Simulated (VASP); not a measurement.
# ZnS (I-4m2) in VASP: further runs

Runs on ZnS. Level: PBE. Tasks: single point.

Program: VASP 6.6.1. These are calculated values, not measurements. Logs are shortened: lines on timing, memory, paths and dates and some standing lists are left out, and cuts for length are marked.

### Step 1. The cell of the first run

The structure is tetragonal, space group I-4m2 (No. 119). Conventional cell: a = 3.710 Å, b = 3.710 Å, c = 5.409 Å, α = 90.00°, β = 90.00°, γ = 90.00°. Within 3.0 Å of Zn (site symmetry -4m2) lie 4 S at 2.30 Å. S (site symmetry -4m2) has 4 Zn at 2.30 Å within 3.0 Å.

### Step 2. Single point, PBE (equal xx and yy strain of -3 %)

INCAR reads:

```
PREC = Accurate
ENCUT = 520
EDIFF = 1E-6
ISMEAR = -1
SIGMA = 0.01
LREAL = F
LASPH = T
NELM = 80
ALGO = Normal
ISIF = 2
LWAVE = F
LCHARG = F
GGA = PE
NBANDS = 16
```

KPOINTS reads:

```
regular mesh
0
Gamma
  8 8 8
```

POSCAR reads:

```
ZnS
1.0
    0.0000000000      2.6235105000      2.7046500000
    2.6235105000      0.0000000000      2.7046500000
    2.6235105000      2.6235105000      0.0000000000
Zn S
1 1
Direct
    0.0000000000      0.0000000000      0.0000000000
    0.7500000000      0.7500000000      0.7500000000
```

Potentials or basis: VASP PAW PBE potentials, release 64 (Zn, S).

Started as:

```console
> cat potpaw_PBE.64/Zn/POTCAR potpaw_PBE.64/S/POTCAR > POTCAR
> mpirun -np 1 vasp_std > vasp.out
```

OUTCAR:

```text
PREC = Accurate
   ENCUT = 520
   EDIFF = 1E-6
   ISMEAR = -1
   LREAL = F
   LASPH = T
   NELM = 80
   ISIF = 2
   GGA = PE

 ion  position               nearest neighbor table
   1  0.000  0.000  0.000-   2 2.30   2 2.30   2 2.30   2 2.30
   2  0.750  0.750  0.750-   1 2.30   1 2.30   1 2.30   1 2.30

  LATTYP: Found a body centered tetragonal cell.
 ALAT       =     3.7102041301
 C/A-ratio  =     1.4579521262

  Lattice vectors:

 A1 = (  -2.6235105000,   0.0000000000,   2.7046500000)
 A2 = (   2.6235105000,   0.0000000000,   2.7046500000)
 A3 = (   0.0000000000,   2.6235105000,  -2.7046500000)

Analysis of symmetry for initial positions (statically):
=====================================================================
 Subroutine PRICEL returns:
 Original cell was already a primitive cell.

 Routine SETGRP: Setting up the symmetry group for a
 body centered tetragonal supercell.

 Subroutine GETGRP returns: Found  8 space group operations
 (whereof  8 operations were pure point group operations)
 out of a pool of 16 trial point group operations.

The static configuration has the point symmetry D_2d.

Analysis of symmetry for dynamics (positions and initial velocities):
=====================================================================
 Subroutine PRICEL returns:
 Original cell was already a primitive cell.

 Routine SETGRP: Setting up the symmetry group for a
 body centered tetragonal supercell.

 Subroutine GETGRP returns: Found  8 space group operations
 (whereof  8 operations were pure point group operations)
 out of a pool of 16 trial point group operations.

The dynamic configuration has the point symmetry D_2d.

 Subroutine INISYM returns: Found  8 space group operations
 (whereof  8 operations are pure point group operations),
 and found     1 'primitive' translations

----------------------------------------------------------------------------------------

                                     Primitive cell

  volume of cell :      37.2312

  direct lattice vectors                    reciprocal lattice vectors
     0.000000000  2.623510500  2.704650000    -0.190584333  0.190584333  0.184866803
     2.623510500  0.000000000  2.704650000     0.190584333 -0.190584333  0.184866803
     2.623510500  2.623510500  0.000000000     0.190584333  0.190584333 -0.184866803

  length of vectors
[... 74 lines left out ...]
   ISTART =      0    job   : 0-new  1-cont  2-samecut
   ICHARG =      2    charge: 1-file 2-atom 10-const
   ISPIN  =      1    spin polarized calculation?
   LNONCOLLINEAR =      F non collinear calculations
   LSORBIT =      F    spin-orbit coupling
   LASPH  =      T    aspherical Exc in radial PAW
   ENCUT  =  520.0 eV  38.22 Ry    6.18 a.u.   7.01  7.01  6.90*2*pi/ulx,y,z
   NELM   =     80;   NELMIN=  2; NELMDL= -5     # of ELM steps
   EDIFF  = 0.1E-05   stopping-criterion for ELM
   LREAL  =      F    real-space projection
   EDIFFG = 0.1E-04   stopping-criterion for IOM
   NSW    =      0    number of steps for IOM
   IBRION =     -1    ionic relax: 0-MD 1-quasi-New 2-CG
   NFREE  =      0    steps in history (QN), initial steepest desc. (CG)
   ISIF   =      2    stress and relaxation
   ISYM   =      2    0-nonsym 1-usesym 2-fastsym
   POTIM  = 0.5000    time-step for ionic-motion
   TEBEG  =    0.0;   TEEND  =   0.0 temperature during run
   PSTRESS=    0.0 pullay stress
   NELECT =      18.0000    total number of electrons
   NUPDOWN=      -1.0000    fix difference up-down
   EMIN   =  10.00;   EMAX   =-10.00  energy-range for DOS
   EFERMI =   0.00;   METHOD = LEGACY
   ISMEAR =    -1;   SIGMA  =   0.01  broadening in eV -4-tet -1-fermi 0-gaus
   EFERMI_NEDOS =   21; number of points for ismear=-14 and -15
   IALGO  =     38    algorithm
   IMIX   =      4    mixing-type and parameters
     AMIX     =   0.40;   BMIX     =  1.00
     AMIX_MAG =   1.60;   BMIX_MAG =  1.00
  volume/ion in A,a.u.               =      18.62       125.62
  Fermi-wavevector in a.u.,A,eV,Ry     =   1.284883  2.428076 22.462174  1.650923
  Thomas-Fermi vector in A             =   2.417050
   LORBIT       =      0    0 simple, 1 ext, 2 COOP (PROOUT), +10 PAW based schemes
   GGA     = PE    functional components
   LHFCALC =     F    Hartree Fock is set to
   AEXX    =    0.0000 exact exchange contribution
   IVDW    =     0    specifies the selected vdW correction
   LEPSILON=     F    determine dielectric tensor
   LRPA    =     F    only Hartree local field effects (RPA)
 non-spin polarized calculation
  energy-cutoff  :      520.00
  volume of cell :       37.23
 maximum number of plane-waves:      1018
   NGX = 13   NGY = 13   NGZ = 13

 number of electron      18.0000009 magnetization

 Free energy of the ion-electron system (eV)
  ---------------------------------------------------
  ext. energy  EPLUGINS =         0.00000000
  ---------------------------------------------------
  free energy    TOTEN  =        -6.78608006 eV

  energy without entropy =       -6.78608006  energy(sigma->0) =       -6.78608006

 E-fermi :   2.9210     XC(G=0):  -9.9069

 val. band max:        2.7049214567   @ k =   0.0000   0.0000   0.0000
 cond. band min:       5.0357415398   @ k =   0.0000   0.0000   0.0000
 fundamental gap:      2.3308200831
 Fermi energy:         2.9209564849

 k-point     1 :       0.0000    0.0000    0.0000
  band No.  band energies     occupation
      1     -10.8938      2.00000
      2      -3.9341      2.00000
      3      -3.9137      2.00000
      4      -3.9137      2.00000
      5      -3.3587      2.00000
      6      -3.3466      2.00000
[... 433 lines left out ...]
      3      -3.7831      2.00000
      4      -3.7326      2.00000
      5      -3.3506      2.00000
      6      -3.3112      2.00000
[... 8 lines left out ...]
     15      15.4490      0.00000
     16      16.0344      0.00000

 [... further k-points ...]
[... 5 lines left out ...]
  --------------------------------------------------------------------------------------
  -------------------------------------------------------------------------------------
  Total        1.6628011      1.6628011      1.3787021      0.0000000      0.0000000      0.0000000
  in kB       71.5556941     71.5556941     59.3299997      0.0000000      0.0000000      0.0000000
  external PRESSURE =      67.4804626 kB  Pullay stress =       0.0000000 kB

 VOLUME and BASIS-vectors are now :
 -----------------------------------------------------------------------------
  energy-cutoff  :      520.00
  volume of cell :       37.23
      direct lattice vectors                 reciprocal lattice vectors
     0.000000000  2.623510500  2.704650000    -0.190584333  0.190584333  0.184866803
     2.623510500  0.000000000  2.704650000     0.190584333 -0.190584333  0.184866803
     2.623510500  2.623510500  0.000000000     0.190584333  0.190584333 -0.184866803

 POSITION                                       TOTAL-FORCE (eV/Angst)
 -----------------------------------------------------------------------------------
      0.00000      0.00000      0.00000        -0.000000     -0.000000     -0.000000
      3.93527      3.93527      4.05697         0.000000      0.000000      0.000000
 -----------------------------------------------------------------------------------
    total drift:                               -0.000002     -0.000002     -0.000002

  FREE ENERGIE OF THE ION-ELECTRON SYSTEM (eV)
  ---------------------------------------------------
  free  energy   TOTEN  =        -6.7860800556 eV

  energy  without entropy=       -6.7860800556  energy(sigma->0) =       -6.78608006
```

OSZICAR:

```text
N       E                     dE             d eps       ncg     rms          rms(c)
DAV:   1     0.896898434548E+02    0.89690E+02   -0.89325E+03  1888   0.138E+03
DAV:   2    -0.171260610319E+01   -0.91402E+02   -0.85178E+02  2168   0.260E+02
DAV:   3    -0.716332540424E+01   -0.54507E+01   -0.54294E+01  2320   0.628E+01
DAV:   4    -0.721863912651E+01   -0.55314E-01   -0.55300E-01  2360   0.658E+00
DAV:   5    -0.721924559129E+01   -0.60646E-03   -0.60646E-03  2352   0.661E-01    0.768E+00
DAV:   6    -0.680936593197E+01    0.40988E+00   -0.74473E-01  2832   0.311E+01    0.593E+00
DAV:   7    -0.678657080425E+01    0.22795E-01   -0.27159E-01  2304   0.488E+00    0.295E+00
DAV:   8    -0.678578063819E+01    0.79017E-03   -0.58099E-03  2512   0.112E+00    0.783E-01
DAV:   9    -0.678592914431E+01   -0.14851E-03   -0.14291E-03  2312   0.295E-01    0.904E-02
DAV:  10    -0.678606009259E+01   -0.13095E-03   -0.16671E-04  2320   0.954E-02    0.415E-02
DAV:  11    -0.678607942310E+01   -0.19331E-04   -0.39816E-05  2232   0.499E-02    0.124E-02
DAV:  12    -0.678608005564E+01   -0.63254E-06   -0.24900E-06  2432   0.176E-02
   1 F= -.67860801E+01 E0= -.67860801E+01  d E =-.732294E-12
```

stdout:

```text
POSCAR found type information on POSCAR ZnS
 POSCAR found :  2 types and       2 ions
 scaLAPACK will be used
 LDA part: xc-table for (Slater+PW92), standard interpolation
 POSCAR, INCAR and KPOINTS ok, starting setup
 FFT: planning ... GRIDC
 FFT: planning ... GRID_SOFT
 FFT: planning ... GRID
 WAVECAR not read
 entering main loop
```

Wall time 26 s (1 thread of AMD EPYC 7R43 (Zen 3), shared host); peak memory 0.14 GiB.

Results:

| Quantity | Value |
| --- | --- |
| Free energy | -6.7861 eV |
| Pressure | 6.7 GPa |
| Band gap on the k mesh | 2.33 eV, direct |

Caveat: the cell differs from its parent crystal (equal xx and yy strain of -3 %).

### Step 3. Single point, PBE (zz strain of -3 %)

INCAR reads:

```
SYSTEM = ZnS
  PREC = Accurate
  ENCUT = 520
  EDIFF = 1E-7
  ISMEAR = -1
  SIGMA = 0.01
  LREAL = .False.
  LASPH = .True.
  NELM = 60
  ALGO = Normal
  ISIF = 2
  LWAVE = .False.
  LCHARG = .True.
  GGA = PE
  LELF = .True.
  LVHAR = .True.
  NBANDS = 16
```

KPOINTS reads:

```
regular mesh
0
Gamma
  8 8 8
  0 0 0
```

POSCAR reads:

```
ZnS
1.0
    0.0000000000      2.7046500000      2.6235105000
    2.7046500000      0.0000000000      2.6235105000
    2.7046500000      2.7046500000      0.0000000000
Zn S
1 1
Direct
    0.0000000000      0.0000000000      0.0000000000
    0.7500000000      0.7500000000      0.7500000000
```

Potentials or basis: VASP PAW PBE potentials, release 64 (Zn, S).

Started as:

```console
> cat potpaw_PBE.64/Zn/POTCAR potpaw_PBE.64/S/POTCAR > POTCAR
> mpirun -np 1 vasp_std > vasp.out
```

Run time: 32 s. Hardware: 1 thread of AMD EPYC 7R43 (Zen 3), shared host; peak memory 0.14 GiB.

Results (log left out):

```
Free energy            : -6.8250 eV
Pressure               : 4.0 GPa
Band gap on the k mesh : 2.17 eV, direct
```

Stress tensor (GPa, compression positive):
```
3.62 0.00 0.00
0.00 3.62 0.00
0.00 0.00 4.73
```

Levels at points of the mesh, in eV from the valence-band top:
| k point | band 5 | band 6 | band 7 | band 8 | band 9 | band 10 | band 11 | band 12 | band 13 | band 14 |
| --- | --- | --- | --- | --- | --- | --- | --- | --- | --- | --- |
| (0.00, 0.00, 0.00) | -5.99 | -5.98 | -0.10 | -0.10 | 0.00 | 2.17 | 6.31 | 6.31 | 6.32 | 11.47 |
| (0.50, 0.00, 0.00) | -5.95 | -5.78 | -5.53 | -1.06 | -0.89 | 3.28 | 6.71 | 7.00 | 8.92 | 12.21 |
| (0.50, 0.50, 0.00) | -5.90 | -5.73 | -4.61 | -2.49 | -2.49 | 3.17 | 3.80 | 11.34 | 12.05 | 12.05 |
| (0.50, 0.00, 0.50) | -5.91 | -5.78 | -4.79 | -2.36 | -2.29 | 3.33 | 4.11 | 10.99 | 11.96 | 12.18 |

Caveat: the cell differs from its parent crystal (zz strain of -3 %).

### Step 4. Single point, PBE (zz strain of -2 %)

INCAR reads:

```
SYSTEM = ZnS
PREC     = Accurate       ! precision mode
ENCUT    = 520            ! plane-wave cutoff, eV
EDIFF    = 1E-7           ! SCF threshold, eV
ISMEAR   = -1             ! smearing method
SIGMA    = 0.01           ! smearing width, eV
LREAL    = .False.        ! projectors in reciprocal space
LASPH    = .True.         ! aspherical terms in the spheres
NELM     = 60             ! most SCF steps
ALGO     = Normal         ! electronic algorithm
ISIF     = 2              ! what is computed and relaxed
LWAVE    = .False.        ! write WAVECAR
LCHARG   = .False.        ! write CHGCAR
GGA      = PE             ! functional
NBANDS   = 16             ! bands
```

KPOINTS is that of step 3.

POSCAR reads:

```
ZnS
1.0
    0.0000000000      2.7046500000      2.6505570000
    2.7046500000      0.0000000000      2.6505570000
    2.7046500000      2.7046500000      0.0000000000
Zn S
1 1
Direct
    0.0000000000      0.0000000000      0.0000000000
    0.7500000000      0.7500000000      0.7500000000
```

Started as:

```console
> cat potpaw_PBE.64/Zn/POTCAR potpaw_PBE.64/S/POTCAR > POTCAR
> mpirun -np 1 vasp_std > vasp.out
```

It took 37 s on 1 thread of AMD EPYC 7R43 (Zen 3), shared host; peak memory 0.14 GiB.

The run converged. Its results:

| Item | Value |
| --- | --- |
| Free energy | -6.8354 eV |
| Pressure | 3.1 GPa |
| Band gap on the k mesh | 2.14 eV, direct |

Stress tensor (GPa, compression positive):
```
2.88 0.00 0.00
0.00 2.88 0.00
0.00 0.00 3.64
```

Levels at points of the mesh, in eV from the valence-band top:
```tsv
k point	band 5	band 6	band 7	band 8	band 9	band 10	band 11	band 12	band 13	band 14
(0.00, 0.00, 0.00)	-5.94	-5.93	-0.07	-0.07	0.00	2.14	6.34	6.34	6.34	11.57
(0.50, 0.00, 0.00)	-5.90	-5.73	-5.45	-0.99	-0.88	3.29	6.78	6.97	8.90	12.20
(0.50, 0.50, 0.00)	-5.85	-5.69	-4.59	-2.40	-2.40	3.25	3.90	11.21	12.01	12.01
(0.50, 0.00, 0.50)	-5.86	-5.72	-4.71	-2.31	-2.27	3.36	4.09	10.98	11.96	12.11
```

Caveat: the cell differs from its parent crystal (zz strain of -2 %).

### Step 5. Summary

```csv
cell,gap on the mesh (eV),pressure (GPa)
"a = 3.768, b = 3.768, c = 3.710 Å, angles 60.5, 60.5, 59.0°, 2 atoms",2.33,6.7
"a = 3.768, b = 3.768, c = 3.825 Å, angles 59.5, 59.5, 61.0°, 2 atoms",2.17,4.0
"a = 3.787, b = 3.787, c = 3.825 Å, angles 59.7, 59.7, 60.7°, 2 atoms",2.14,3.1
```

Alike in all rows: task single point; level PBE; potentials or basis VASP PAW PBE potentials, release 64 (Zn, S); no spin polarisation; k mesh 8 × 8 × 8; cutoff (eV) 520; smearing fermi-dirac 0.01 eV.

Total energies depend on the potentials used, so only differences within one code and one set of settings carry meaning.
